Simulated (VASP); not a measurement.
# Al (I4/mmm) in VASP: notebook

The runs below take Al through single point, with LDA.

All numbers are computed with VASP 6.6.1; they aren't measurements. Logs are shortened: lines on timing, memory, paths and dates and some standing lists are left out, and cuts for length are marked.

### Step 1. The cell of the first run

Symmetry: I4/mmm, No. 139, tetragonal system. Conventional cell: a = 2.862 Å, b = 2.862 Å, c = 4.250 Å, α = 90.00°, β = 90.00°, γ = 90.00°. Al (site symmetry 4/mmm) has 12 Al at 2.86 to 2.93 Å within 3.8 Å.

### Step 2. Single point, LDA (strain +0.000 along x and y, +0.050 along z)

The input, INCAR:

```
PREC = Accurate ; ENCUT = 520
EDIFF = 1E-6 ; ISMEAR = 0
SIGMA = 0.15 ; LREAL = F
LASPH = T ; NELM = 100
ALGO = Fast ; ISIF = 2
LWAVE = F ; LCHARG = T
GGA = CA ; LELF = T
LVHAR = T ; NBANDS = 8
```

The input, KPOINTS:

```
regular mesh
0
Gamma
  20 20 20
```

The input, POSCAR:

```
Al
1.0
    0.0000000000      2.0239800000      2.1251790000
    2.0239800000      0.0000000000      2.1251790000
    2.0239800000      2.0239800000      0.0000000000
Al
1
Direct
    0.0000000000      0.0000000000      0.0000000000
```

Potentials or basis: VASP PAW LDA potentials, release 64 (Al).

Started as:

```
$ cat potpaw_LDA.64/Al/POTCAR > POTCAR
$ mpirun -np 1 vasp_std > vasp.out
```

OUTCAR:

```text
PREC = Accurate
   ENCUT = 520
   EDIFF = 1E-6
   ISMEAR = 0
   LREAL = F
   LASPH = T
   NELM = 100
   ISIF = 2
   GGA = CA

 ion  position               nearest neighbor table
   1  0.000  0.000  0.000-

  LATTYP: Found a body centered tetragonal cell.
 ALAT       =     2.8623399660
 C/A-ratio  =     1.4849242405

  Lattice vectors:

 A1 = (  -2.0239800000,   0.0000000000,   2.1251790000)
 A2 = (   2.0239800000,   0.0000000000,   2.1251790000)
 A3 = (   0.0000000000,   2.0239800000,  -2.1251790000)

Analysis of symmetry for initial positions (statically):
=====================================================================
 Subroutine PRICEL returns:
 Original cell was already a primitive cell.

 Routine SETGRP: Setting up the symmetry group for a
 body centered tetragonal supercell.

 Subroutine GETGRP returns: Found 16 space group operations
 (whereof 16 operations were pure point group operations)
 out of a pool of 16 trial point group operations.

The static configuration has the point symmetry D_4h.

Analysis of symmetry for dynamics (positions and initial velocities):
=====================================================================
 Subroutine PRICEL returns:
 Original cell was already a primitive cell.

 Routine SETGRP: Setting up the symmetry group for a
 body centered tetragonal supercell.

 Subroutine GETGRP returns: Found 16 space group operations
 (whereof 16 operations were pure point group operations)
 out of a pool of 16 trial point group operations.

The dynamic configuration has the point symmetry D_4h.

 Subroutine INISYM returns: Found 16 space group operations
 (whereof 16 operations are pure point group operations),
 and found     1 'primitive' translations

----------------------------------------------------------------------------------------

                                     Primitive cell

  volume of cell :      17.4116

  direct lattice vectors                    reciprocal lattice vectors
     0.000000000  2.023980000  2.125179000    -0.247038014  0.247038014  0.235274299
     2.023980000  0.000000000  2.125179000     0.247038014 -0.247038014  0.235274299
     2.023980000  2.023980000  0.000000000     0.247038014  0.247038014 -0.235274299

  length of vectors
     2.934771000  2.934771000  2.862339966     0.421200139  0.421200139  0.421200139

  position of ions in fractional coordinates (direct lattice)
     0.000000000  0.000000000  0.000000000

  ion indices of the primitive-cell ions
   primitive index   ion index
                 1           1

----------------------------------------------------------------------------------------

 KPOINTS: regular mesh

Automatic generation of k-mesh.
 Grid dimensions read from file:
 generate k-points for:   20   20   20

 Generating k-lattice:

  Cartesian coordinates                     Fractional coordinates (reciprocal lattice)
    -0.012351901  0.012351901  0.011763715     0.050000000  0.000000000  0.000000000
     0.012351901 -0.012351901  0.011763715     0.000000000  0.050000000  0.000000000
     0.012351901  0.012351901 -0.011763715     0.000000000  0.000000000  0.050000000

  Length of vectors
     0.021060007  0.021060007  0.021060007

  Shift w.r.t. Gamma in fractional coordinates (k-lattice)
     0.000000000  0.000000000  0.000000000

 Subroutine IBZKPT returns following result:
 ===========================================

 Found    641 irreducible k-points:

 Following reciprocal coordinates:
            Coordinates               Weight
  0.000000  0.000000  0.000000      1.000000
  0.050000  0.000000  0.000000      8.000000
  0.100000 -0.000000  0.000000      8.000000
  0.150000 -0.000000  0.000000      8.000000
  0.200000 -0.000000  0.000000      8.000000
  0.250000  0.000000  0.000000      8.000000
[... 16 lines left out ...]
 -0.400000  0.050000  0.000000      8.000000
 -0.350000  0.050000  0.000000      8.000000
 [... further k-points ...]
   k-points           NKPTS =    641   k-points in BZ     NKDIM =    641   number of bands    NBANDS=      8
   number of dos      NEDOS =    301   number of ions     NIONS =      1
   total plane-waves  NPLWV =  13824
   dimension x,y,z NGX =    24 NGY =   24 NGZ =   24
   dimension x,y,z NGXF=    48 NGYF=   48 NGZF=   48
   ions per type =               1
   NGX,Y,Z   is equivalent  to a cutoff of  13.60, 13.60, 13.94 a.u.
   NGXF,Y,Z  is equivalent  to a cutoff of  27.19, 27.19, 27.88 a.u.
 SYSTEM =  unknown system
   PREC   = accura    normal or accurate (medium, high low for compatibility)
   ISTART =      0    job   : 0-new  1-cont  2-samecut
   ICHARG =      2    charge: 1-file 2-atom 10-const
   ISPIN  =      1    spin polarized calculation?
   LNONCOLLINEAR =      F non collinear calculations
   LSORBIT =      F    spin-orbit coupling
   LASPH  =      T    aspherical Exc in radial PAW
   ENCUT  =  520.0 eV  38.22 Ry    6.18 a.u.   5.46  5.46  5.32*2*pi/ulx,y,z
   NELM   =    100;   NELMIN=  2; NELMDL= -5     # of ELM steps
   EDIFF  = 0.1E-05   stopping-criterion for ELM
   LREAL  =      F    real-space projection
   EDIFFG = 0.1E-04   stopping-criterion for IOM
   NSW    =      0    number of steps for IOM
   IBRION =     -1    ionic relax: 0-MD 1-quasi-New 2-CG
   NFREE  =      0    steps in history (QN), initial steepest desc. (CG)
   ISIF   =      2    stress and relaxation
   ISYM   =      2    0-nonsym 1-usesym 2-fastsym
   POTIM  = 0.5000    time-step for ionic-motion
   TEBEG  =    0.0;   TEEND  =   0.0 temperature during run
   PSTRESS=    0.0 pullay stress
   NELECT =       3.0000    total number of electrons
   NUPDOWN=      -1.0000    fix difference up-down
   EMIN   =  10.00;   EMAX   =-10.00  energy-range for DOS
   EFERMI =   0.00;   METHOD = LEGACY
   ISMEAR =     0;   SIGMA  =   0.15  broadening in eV -4-tet -1-fermi 0-gaus
   EFERMI_NEDOS =   21; number of points for ismear=-14 and -15
   IALGO  =     68    algorithm
   IMIX   =      4    mixing-type and parameters
     AMIX     =   0.40;   BMIX     =  1.00
     AMIX_MAG =   1.60;   BMIX_MAG =  1.00
  volume/ion in A,a.u.               =      17.41       117.50
  Fermi-wavevector in a.u.,A,eV,Ry     =   0.910967  1.721478 11.290940  0.829861
  Thomas-Fermi vector in A             =   2.035191
   LORBIT       =      0    0 simple, 1 ext, 2 COOP (PROOUT), +10 PAW based schemes
   GGA     = CA    functional components
   LHFCALC =     F    Hartree Fock is set to
   AEXX    =    0.0000 exact exchange contribution
   IVDW    =     0    specifies the selected vdW correction
   LEPSILON=     F    determine dielectric tensor
   LRPA    =     F    only Hartree local field effects (RPA)
 non-spin polarized calculation
 RMM-DIIS sequential band-by-band and
 Gauss-broadening in eV      SIGMA  =   0.15
  energy-cutoff  :      520.00
  volume of cell :       17.41
 maximum number of plane-waves:       489
 NGX is ok and might be reduce to    24
   NGX = 11   NGY = 11   NGZ = 11

 number of electron       3.0000000 magnetization

 Free energy of the ion-electron system (eV)
  ---------------------------------------------------
  ext. energy  EPLUGINS =         0.00000000
  ---------------------------------------------------
  free energy    TOTEN  =        -4.15520191 eV

  energy without entropy =       -4.15014509  energy(sigma->0) =       -4.15267350

 E-fermi :   7.2520     XC(G=0): -10.1464

 val. band max:        7.2438391548   @ k =   0.4500   0.2000   0.0000
 cond. band min:       7.2522343501   @ k =  -0.3000   0.1000   0.0500
 fundamental gap:      0.0083951953
 Fermi energy:         7.2520068174

 k-point     1 :       0.0000    0.0000    0.0000
  band No.  band energies     occupation
      1      -3.4905      2.00000
      2      19.2057      0.00000
      3      19.7340      0.00000
      4      19.7340      0.00000
      5      20.4229      0.00000
      6      20.4229      0.00000
      7      20.5278      0.00000
      8      23.5083      0.00000

 k-point     2 :       0.0500    0.0000    0.0000
  band No.  band energies     occupation
      1      -3.4250      2.00000
      2      18.1388      0.00000
      3      19.0771      0.00000
      4      19.3662      0.00000
      5      20.8931      0.00000
      6      20.8947      0.00000
      7      21.1694      0.00000
      8      24.1547      0.00000

 k-point     3 :       0.1000   -0.0000    0.0000
  band No.  band energies     occupation
      1      -3.2287      2.00000
      2      16.2468      0.00000
      3      18.5126      0.00000
      4      18.8828      0.00000
      5      21.3658      0.00000
      6      21.6334      0.00000
      7      21.6731      0.00000
      8      23.7651      0.00000

 k-point     4 :       0.1500   -0.0000    0.0000
  band No.  band energies     occupation
      1      -2.9021      2.00000
      2      14.3021      0.00000
      3      18.0235      0.00000
      4      18.4839      0.00000
      5      21.3099      0.00000
      6      21.8800      0.00000
      7      22.4897      0.00000
      8      23.5721      0.00000

 k-point     5 :       0.2000   -0.0000    0.0000
  band No.  band energies     occupation
      1      -2.4462      2.00000
      2      12.3999      0.00000
      3      17.6296      0.00000
      4      18.1885      0.00000
      5      21.1802      0.00000
      6      21.2649      0.00000
      7      22.7939      0.00000
      8      24.3707      0.00000

 k-point     6 :       0.2500    0.0000    0.0000
  band No.  band energies     occupation
      1      -1.8620      2.00000
      2      10.5722      0.00000
      3      17.3381      0.00000
      4      18.0008      0.00000
      5      20.4479      0.00000
      6      21.1052      0.00000
      7      22.1203      0.00000
      8      25.2215      0.00000

 k-point     7 :       0.3000   -0.0000    0.0000
  band No.  band energies     occupation
      1      -1.1511      2.00000
      2       8.8340      0.00000
      3      17.1510      0.00000
      4      17.9220      0.00000
      5      19.6892      0.00000
      6      21.0846      0.00000
      7      21.2886      0.00000
      8      24.7589      0.00000
[... 133 lines left out ...]
 k-point    20 :       0.4500    0.0500    0.0000
  band No.  band energies     occupation
      1       1.3579      2.00000
      2       4.8090      2.00000
      3      16.4191      0.00000
      4      17.3309      0.00000
      5      18.1592      0.00000
      6      20.4531      0.00000
      7      21.6465      0.00000
      8      23.5886      0.00000

 k-point    21 :       0.5000    0.0500    0.0000
  band No.  band energies     occupation
      1       2.5111      2.00000
      2       3.4540      2.00000
      3      16.0336      0.00000
      4      17.6488      0.00000
      5      18.4196      0.00000
      6      19.9476      0.00000
      7      21.9075      0.00000
      8      23.0638      0.00000

 k-point    22 :      -0.4500    0.0500    0.0000
  band No.  band energies     occupation
      1       2.2130      2.00000
      2       3.7810      2.00000
      3      15.7558      0.00000
      4      18.0677      0.00000
      5      18.7911      0.00000
      6      19.5598      0.00000
      7      22.1356      0.00000
      8      22.7917      0.00000

 k-point    23 :      -0.4000    0.0500    0.0000
  band No.  band energies     occupation
      1       1.0894      2.00000
      2       5.1644      2.00000
      3      15.5892      0.00000
      4      18.5538      0.00000
      5      19.2689      0.00000
      6      19.3241      0.00000
      7      22.0295      0.00000
      8      23.0733      0.00000

 k-point    24 :      -0.3500    0.0500    0.0000
  band No.  band energies     occupation
      1       0.0855      2.00000
      2       6.6582      2.00000
      3      15.5348      0.00000
      4      18.8618      0.00000
      5      19.4839      0.00000
      6      19.8481      0.00000
      7      21.8372      0.00000
      8      23.6512      0.00000

 [... further k-points ...]

------------------------ aborting loop because EDIFF is reached ----------------------------------------

  FORCE on cell =-STRESS in cart. coord.  units (eV):
  Direction    XX          YY          ZZ          XY          YZ          ZX
  --------------------------------------------------------------------------------------
  -------------------------------------------------------------------------------------
  Total       -0.6310934     -0.6310934     -0.8096153      0.0000000      0.0000000      0.0000000
  in kB      -58.0719295    -58.0719295    -74.4991540      0.0000000      0.0000000      0.0000000
  external PRESSURE =     -63.5476710 kB  Pullay stress =       0.0000000 kB

 VOLUME and BASIS-vectors are now :
 -----------------------------------------------------------------------------
  energy-cutoff  :      520.00
  volume of cell :       17.41
      direct lattice vectors                 reciprocal lattice vectors
     0.000000000  2.023980000  2.125179000    -0.247038014  0.247038014  0.235274299
     2.023980000  0.000000000  2.125179000     0.247038014 -0.247038014  0.235274299
     2.023980000  2.023980000  0.000000000     0.247038014  0.247038014 -0.235274299

 POSITION                                       TOTAL-FORCE (eV/Angst)
 -----------------------------------------------------------------------------------
      0.00000      0.00000      0.00000        -0.000000      0.000000      0.000000
 -----------------------------------------------------------------------------------
    total drift:                                0.000000     -0.000000     -0.000000

  FREE ENERGIE OF THE ION-ELECTRON SYSTEM (eV)
  ---------------------------------------------------
  free  energy   TOTEN  =        -4.1552019111 eV

  energy  without entropy=       -4.1501450866  energy(sigma->0) =       -4.15267350
```

Wall time 72 s (1 thread of Intel Xeon 8259CL, shared host); peak memory 0.18 GiB.

Results:

- Free energy: -4.1552 eV
- Pressure: -6.4 GPa
- Band gap on the k mesh: zero (an odd number of electrons rules out a gap without spin polarisation)

Stress tensor (GPa, compression positive):
```
-5.81  0.00  0.00
 0.00 -5.81  0.00
 0.00  0.00 -7.45
```

Caveat: the cell differs from its parent crystal (strain +0.000 along x and y, +0.050 along z); the cell stands under tension.

### Step 3. Single point, LDA (strain +0.025 along x and y, +0.000 along z)

The input, INCAR:

```
  PREC = Accurate
  ENCUT = 520
  EDIFF = 1E-7
  ISMEAR = 0
  SIGMA = 0.15
  LREAL = F
  LASPH = T
  NELM = 80
  ALGO = Normal
  ISIF = 2
  LWAVE = F
  LCHARG = F
  GGA = CA
  NBANDS = 8
```

KPOINTS is that of step 2.

The input, POSCAR:

```
Al
1.0
    0.0000000000      2.0745795000      2.0239800000
    2.0745795000      0.0000000000      2.0239800000
    2.0745795000      2.0745795000      0.0000000000
Al
1
Direct
    0.0000000000      0.0000000000      0.0000000000
```

Potentials or basis: VASP PAW LDA potentials, release 64 (Al).

Started as:

```
$ cat potpaw_LDA.64/Al/POTCAR > POTCAR
$ mpirun -np 1 vasp_std > vasp.out
```

Run time: 71 s. Hardware: 1 thread of Intel Xeon 8259CL, shared host; peak memory 0.18 GiB.

It converged, with:

- Free energy: -4.1580 eV
- Pressure: -6.4 GPa
- Band gap on the k mesh: zero (an odd number of electrons rules out a gap without spin polarisation)

Stress tensor (GPa, compression positive):
```
-6.52  0.00  0.00
 0.00 -6.52  0.00
 0.00  0.00 -6.24
```

Levels at points of the mesh, in eV from the Fermi level:
```
           k point  band 1  band 2  band 3  band 4  band 5  band 6
(0.00, 0.00, 0.00)  -10.76   12.18   12.18   12.43   13.13   13.19
(0.50, 0.00, 0.00)   -4.36   -4.35   10.37   10.90   10.91   11.41
(0.50, 0.50, 0.00)   -2.56   -1.31    4.98    4.98    5.08    8.14
(0.50, 0.00, 0.50)   -2.90   -1.81    5.33    5.36    5.50    8.60
```

Caveat: the cell differs from its parent crystal (strain +0.025 along x and y, +0.000 along z); the cell stands under tension.

### Step 4. Single point, LDA (strain +0.025 along x and y, +0.050 along z)

The input, INCAR:

```
PREC = Accurate
ENCUT = 520
EDIFF = 1E-7
ISMEAR = 0
SIGMA = 0.15
LREAL = False
LASPH = True
NELM = 60
ALGO = Normal
ISIF = 2
LWAVE = False
LCHARG = True
GGA = CA
LELF = True
LVHAR = True
NBANDS = 8
```

The input, KPOINTS:

```
Automatic mesh
0
Gamma
  20 20 20
```

The input, POSCAR:

```
Al
1.0
    0.0000000000      2.0745795000      2.1251790000
    2.0745795000      0.0000000000      2.1251790000
    2.0745795000      2.0745795000      0.0000000000
Al
1
Direct
    0.0000000000      0.0000000000      0.0000000000
```

Started as:

```
$ cat potpaw_LDA.64/Al/POTCAR > POTCAR
$ mpirun -np 1 vasp_std > vasp.out
```

It took 66 s on 1 thread of Intel Xeon 8259CL, shared host; peak memory 0.19 GiB.

The run converged. Its results:

| Item | Value |
| --- | --- |
| Free energy | -4.1159 eV |
| Pressure | -8.6 GPa |
| Band gap on the k mesh | zero (an odd number of electrons rules out a gap without spin polarisation) |

Stress tensor (GPa, compression positive):
```
-8.25  0.00  0.00
 0.00 -8.25  0.00
 0.00  0.00 -9.39
```

Levels at points of the mesh, in eV from the Fermi level:
| k point | band 1 | band 2 | band 3 | band 4 | band 5 |
| --- | --- | --- | --- | --- | --- |
| (0.00, 0.00, 0.00) | -10.43 | 11.84 | 12.09 | 12.09 | 12.56 |
| (0.50, 0.00, 0.00) | -4.29 | -4.17 | 9.88 | 10.44 | 10.69 |
| (0.50, 0.50, 0.00) | -2.87 | -1.97 | 5.33 | 5.33 | 5.42 |
| (0.50, 0.00, 0.50) | -2.57 | -1.49 | 4.84 | 5.01 | 5.18 |

Caveat: the cell differs from its parent crystal (strain +0.025 along x and y, +0.050 along z); the cell stands under tension.

[end of part 1 of 2]
